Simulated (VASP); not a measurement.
H2C2O3, 21 atoms in the cell. The cell holds a disordered packing, 21 atoms: a = 7.133 Å, b = 7.133 Å, c = 7.133 Å, α = 90.00°, β = 90.00°, γ = 90.00°. 

```yaml
Program: VASP 6.6.1
Task: single point
Functional: PBEsol
Potentials_or_basis: VASP PAW PBE potentials, release 64 (O, C, H)
Cutoff: 520 eV
k_mesh: 1 × 1 × 1
Occupations: fermi-dirac, width 0.02 eV
Spin: no spin polarisation
Dipole_correction: no
Further_INCAR_settings: LREAL = Auto; ALGO = Normal; EDIFF = 1e-06; NBANDS = 58
```

Potentials or basis: VASP PAW PBE potentials, release 64 (O, C, H).

The run is started by

```sh
$ cat potpaw_PBE.64/O/POTCAR potpaw_PBE.64/C/POTCAR potpaw_PBE.64/H/POTCAR > POTCAR
$ mpirun -np 1 vasp_gam > vasp.out
```

Hardware: 1 thread of Intel(R) Xeon(R) 6975P-C (Granite Rapids), with other jobs on the host.

Task: Estimate the wall time of this run.

Result: It took 25 s on 1 thread of Intel(R) Xeon(R) 6975P-C (Granite Rapids), with other jobs on the host, peak memory 0.37 GiB. Counts: scf iterations 17, k points 1.
